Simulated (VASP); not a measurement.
# Cu in VASP: further runs, part 2 of 2

VASP 6.6.1. Earlier steps stand in the parts before.

## 4. Single point, revPBE+D4

This run uses another cell than the first one, of 11.22 Å³/atom, 0.960 times its volume.

Contents of INCAR:

```
SYSTEM = Cu
PREC = Accurate
ENCUT = 600
EDIFF = 1E-6
ISMEAR = -1
SIGMA = 0.05
LREAL = .False.
LASPH = .True.
NELM = 120
ALGO = Normal
ISIF = 2
LWAVE = .False.
LCHARG = .False.
GGA = RE
IVDW = 13
NBANDS = 12
GGA_COMPAT = .False.
```

Contents of KPOINTS:

```
Automatic mesh
0
Gamma
  13 13 13
  0 0 0
```

Contents of POSCAR:

```
Cu
1.0
    0.0000000000      1.7769579075      1.7769579075
    1.7769579075      0.0000000000      1.7769579075
    1.7769579075      1.7769579075      0.0000000000
Cu
1
Direct
    0.0000000000      0.0000000000      0.0000000000
```

Potentials or basis: VASP PAW PBE potentials, release 64 (Cu).

On the command line:

```
cat potpaw_PBE.64/Cu/POTCAR > POTCAR
mpirun -np 1 vasp_std > vasp.out
```

OUTCAR:

```text
SYSTEM = Cu
   PREC = Accurate
   ENCUT = 600
   EDIFF = 1E-6
   ISMEAR = -1
   LREAL = .False.
   LASPH = .True.
   NELM = 120
   ISIF = 2
   GGA = RE
   IVDW = 13

 ion  position               nearest neighbor table
   1  0.000  0.000  0.000-

  LATTYP: Found a face centered cubic cell.
 ALAT       =     3.5539158150

  Lattice vectors:

 A1 = (   0.0000000000,   1.7769579075,   1.7769579075)
 A2 = (   1.7769579075,   0.0000000000,   1.7769579075)
 A3 = (   1.7769579075,   1.7769579075,   0.0000000000)

Analysis of symmetry for initial positions (statically):
=====================================================================
 Subroutine PRICEL returns:
 Original cell was already a primitive cell.

 Routine SETGRP: Setting up the symmetry group for a
 face centered cubic supercell.

 Subroutine GETGRP returns: Found 48 space group operations
[... 9 lines left out ...]

 Routine SETGRP: Setting up the symmetry group for a
 face centered cubic supercell.

 Subroutine GETGRP returns: Found 48 space group operations
[... 11 lines left out ...]
                                     Primitive cell

  volume of cell :      11.2218

  direct lattice vectors                    reciprocal lattice vectors
     0.000000000  1.776957907  1.776957907    -0.281379766  0.281379766  0.281379766
     1.776957907  0.000000000  1.776957907     0.281379766 -0.281379766  0.281379766
     1.776957907  1.776957907  0.000000000     0.281379766  0.281379766 -0.281379766

  length of vectors
     2.512997973  2.512997973  2.512997973     0.487364051  0.487364051  0.487364051

  position of ions in fractional coordinates (direct lattice)
     0.000000000  0.000000000  0.000000000

  ion indices of the primitive-cell ions
   primitive index   ion index
                 1           1

----------------------------------------------------------------------------------------

 KPOINTS: Automatic mesh

Automatic generation of k-mesh.
 Grid dimensions read from file:
 generate k-points for:   13   13   13

 Generating k-lattice:

  Cartesian coordinates                     Fractional coordinates (reciprocal lattice)
    -0.021644597  0.021644597  0.021644597     0.076923077  0.000000000  0.000000000
     0.021644597 -0.021644597  0.021644597     0.000000000  0.076923077  0.000000000
     0.021644597  0.021644597 -0.021644597     0.000000000  0.000000000  0.076923077

  Length of vectors
     0.037489542  0.037489542  0.037489542

  Shift w.r.t. Gamma in fractional coordinates (k-lattice)
     0.000000000  0.000000000  0.000000000

 Subroutine IBZKPT returns following result:
 ===========================================

 Found     84 irreducible k-points:

 Following reciprocal coordinates:
            Coordinates               Weight
  0.000000  0.000000  0.000000      1.000000
  0.076923  0.000000  0.000000      8.000000
  0.153846  0.000000  0.000000      8.000000
  0.230769  0.000000  0.000000      8.000000
  0.307692  0.000000  0.000000      8.000000
  0.384615  0.000000  0.000000      8.000000
[... 16 lines left out ...]
  0.384615  0.153846  0.000000     24.000000
  0.461538  0.153846  0.000000     24.000000
 [... further k-points ...]
   k-points           NKPTS =     84   k-points in BZ     NKDIM =     84   number of bands    NBANDS=     12
   number of dos      NEDOS =    301   number of ions     NIONS =      1
   total plane-waves  NPLWV =   8000
   dimension x,y,z NGX =    20 NGY =   20 NGZ =   20
   dimension x,y,z NGXF=    40 NGYF=   40 NGZF=   40
   ions per type =               1
   NGX,Y,Z   is equivalent  to a cutoff of  13.23, 13.23, 13.23 a.u.
   NGXF,Y,Z  is equivalent  to a cutoff of  26.46, 26.46, 26.46 a.u.
 SYSTEM =  Cu
   PREC   = accura    normal or accurate (medium, high low for compatibility)
   ISTART =      0    job   : 0-new  1-cont  2-samecut
   ICHARG =      2    charge: 1-file 2-atom 10-const
   ISPIN  =      1    spin polarized calculation?
   LNONCOLLINEAR =      F non collinear calculations
   LSORBIT =      F    spin-orbit coupling
   LASPH  =      T    aspherical Exc in radial PAW
   ENCUT  =  600.0 eV  44.10 Ry    6.64 a.u.   5.02  5.02  5.02*2*pi/ulx,y,z
   NELM   =    120;   NELMIN=  2; NELMDL= -5     # of ELM steps
   EDIFF  = 0.1E-05   stopping-criterion for ELM
   LREAL  =      F    real-space projection
   EDIFFG = 0.1E-04   stopping-criterion for IOM
   NSW    =      0    number of steps for IOM
   IBRION =     -1    ionic relax: 0-MD 1-quasi-New 2-CG
   NFREE  =      0    steps in history (QN), initial steepest desc. (CG)
   ISIF   =      2    stress and relaxation
   ISYM   =      2    0-nonsym 1-usesym 2-fastsym
   POTIM  = 0.5000    time-step for ionic-motion
   TEBEG  =    0.0;   TEEND  =   0.0 temperature during run
   PSTRESS=    0.0 pullay stress
   NELECT =      11.0000    total number of electrons
   NUPDOWN=      -1.0000    fix difference up-down
   EMIN   =  10.00;   EMAX   =-10.00  energy-range for DOS
   EFERMI =   0.00;   METHOD = LEGACY
   ISMEAR =    -1;   SIGMA  =   0.05  broadening in eV -4-tet -1-fermi 0-gaus
   EFERMI_NEDOS =   21; number of points for ismear=-14 and -15
   IALGO  =     38    algorithm
   IMIX   =      4    mixing-type and parameters
     AMIX     =   0.40;   BMIX     =  1.00
     AMIX_MAG =   1.60;   BMIX_MAG =  1.00
  volume/ion in A,a.u.               =      11.22        75.73
  Fermi-wavevector in a.u.,A,eV,Ry     =   1.626242  3.073152 35.982839  2.644664
  Thomas-Fermi vector in A             =   2.719234
   LORBIT       =      0    0 simple, 1 ext, 2 COOP (PROOUT), +10 PAW based schemes
   GGA     = RE    functional components
   LHFCALC =     F    Hartree Fock is set to
   AEXX    =    0.0000 exact exchange contribution
   IVDW    =    13    specifies the selected vdW correction
   LEPSILON=     F    determine dielectric tensor
   LRPA    =     F    only Hartree local field effects (RPA)
 non-spin polarized calculation
  energy-cutoff  :      600.00
  volume of cell :       11.22
 maximum number of plane-waves:       383
   NGX =  9   NGY =  9   NGZ =  9

 number of electron      11.0000013 magnetization

 Free energy of the ion-electron system (eV)
  ---------------------------------------------------
  ext. energy  EPLUGINS =         0.00000000
  ---------------------------------------------------
  free energy    TOTEN  =        -3.30694296 eV

  energy without entropy =       -3.30420948  energy(sigma->0) =       -3.30557622

 E-fermi :   8.5394     XC(G=0): -12.9272

 val. band max:        8.3544970063   @ k =   0.4615   0.2308   0.0000
 cond. band min:       8.5608982625   @ k =   0.4615   0.3077   0.0000
 fundamental gap:      0.2064012562
 Fermi energy:         8.5393817683

 k-point     1 :       0.0000    0.0000    0.0000
  band No.  band energies     occupation
      1      -1.3931      2.00000
      2       5.1581      2.00000
      3       5.1581      2.00000
      4       5.1581      2.00000
      5       6.0452      2.00000
      6       6.0452      2.00000
      7      31.3102      0.00000
      8      34.4212      0.00000
      9      34.4212      0.00000
     10      34.4212      0.00000
     11      36.9446      0.00000
     12      36.9446      0.00000

 k-point     2 :       0.0769    0.0000    0.0000
  band No.  band energies     occupation
      1      -1.1699      2.00000
      2       5.1089      2.00000
      3       5.2010      2.00000
      4       5.2010      2.00000
      5       6.0285      2.00000
      6       6.0285      2.00000
      7      30.0291      0.00000
      8      32.4903      0.00000
      9      33.7994      0.00000
     10      33.7994      0.00000
     11      37.8597      0.00000
     12      37.8597      0.00000
[... 301 lines left out ...]
 k-point    23 :       0.3846    0.1538    0.0000
  band No.  band energies     occupation
      1       2.6324      2.00000
      2       4.5870      2.00000
      3       5.1000      2.00000
      4       5.5340      2.00000
      5       6.5763      2.00000
      6       6.8787      2.00000
      7      17.8826      0.00000
      8      27.0043      0.00000
      9      27.0924      0.00000
     10      29.6441      0.00000
     11      38.8254      0.00000
     12      40.0732      0.00000

 k-point    24 :       0.4615    0.1538    0.0000
  band No.  band energies     occupation
      1       3.2529      2.00000
      2       4.7582      2.00000
      3       5.1618      2.00000
      4       5.4523      2.00000
      5       6.6762      2.00000
      6       8.0071      1.99995
      7      14.7132      0.00000
      8      25.7227      0.00000
      9      27.1973      0.00000
     10      29.4039      0.00000
     11      39.4203      0.00000
     12      39.4226      0.00000

 [... further k-points ...]

------------------------ aborting loop because EDIFF is reached ----------------------------------------

  DFT-D4 for vdW energy calculation

  Edisp (eV):   -1.03009

  FORCE on cell =-STRESS in cart. coord.  units (eV):
  Direction    XX          YY          ZZ          XY          YZ          ZX
  --------------------------------------------------------------------------------------
  -------------------------------------------------------------------------------------
  Total       0.04940     0.04940     0.04940     0.00000    -0.00000     0.00000
  in kB       7.05340     7.05340     7.05340     0.00000    -0.00000     0.00000
  external pressure =        7.05 kB  Pullay stress =        0.00 kB

 VOLUME and BASIS-vectors are now :
 -----------------------------------------------------------------------------
  energy-cutoff  :      600.00
  volume of cell :       11.22
      direct lattice vectors                 reciprocal lattice vectors
     0.000000000  1.776957907  1.776957907    -0.281379766  0.281379766  0.281379766
     1.776957907  0.000000000  1.776957907     0.281379766 -0.281379766  0.281379766
     1.776957907  1.776957907  0.000000000     0.281379766  0.281379766 -0.281379766

 POSITION                                       TOTAL-FORCE (eV/Angst)
 -----------------------------------------------------------------------------------
      0.00000      0.00000      0.00000         0.000000      0.000000     -0.000000
 -----------------------------------------------------------------------------------
    total drift:                                0.000000      0.000000      0.000000

  FREE ENERGIE OF THE ION-ELECTRON SYSTEM (eV)
  ---------------------------------------------------
  free  energy   TOTEN  =        -4.3370293174 eV

  energy  without entropy=       -4.3342958433  energy(sigma->0) =       -4.33566258
```

stdout:

```text
POSCAR found type information on POSCAR Cu
 POSCAR found :  1 types and       1 ions
 scaLAPACK will be used
 -----------------------------------------------------------------------------
|                                                                             |
|                                                                             |
|     You enforced a specific xc type in the INCAR file but a different       |
|     I HOPE YOU KNOW WHAT YOU ARE DOING!                                     |
|                                                                             |
 -----------------------------------------------------------------------------

 LDA part: xc-table for (Slater+PW92), standard interpolation
 POSCAR, INCAR and KPOINTS ok, starting setup
 FFT: planning ... GRIDC
 FFT: planning ... GRID_SOFT
 FFT: planning ... GRID
 WAVECAR not read
 entering main loop
```

It took 22 s on 1 thread of Intel Xeon 8259CL, shared host; peak memory 0.13 GiB.

Results:

| Item | Value |
| --- | --- |
| Free energy | -4.3370 eV |
| Pressure | 0.7 GPa |
| Dispersion energy per atom | -1.030 eV |

Caveat: the PAW data sets were made with another functional, which shifts forces and pressure a little; pairwise dispersion overbinds metals, which lowers pressure and volume.

## 5. Overview

| level | cell | k mesh | gap on the mesh (eV) | pressure (GPa) |
| --- | --- | --- | --- | --- |
| PBE | a = 2.543, b = 2.543, c = 2.556 Å, angles 59.8, 59.8, 60.3°, 1 atom | 11 × 11 × 11 | none | 3.6 |
| PBE | a = 2.569, b = 2.569, c = 2.556 Å, angles 60.2, 60.2, 59.7°, 1 atom | 11 × 11 × 11 | none | 0.6 |
| revPBE+D4 | a = 2.513 Å, angles 60.0°, 1 atom | 13 × 13 × 13 | none | 0.7 |

Alike in all rows: task single point; potentials or basis VASP PAW PBE potentials, release 64 (Cu); no spin polarisation; cutoff (eV) 600; smearing fermi-dirac 0.05 eV.

Caveats: the PAW data sets were made with another functional, which shifts forces and pressure a little (some runs); pairwise dispersion overbinds metals, which lowers pressure and volume (some runs).

Absolute energies hang on the potentials; compare differences alone.
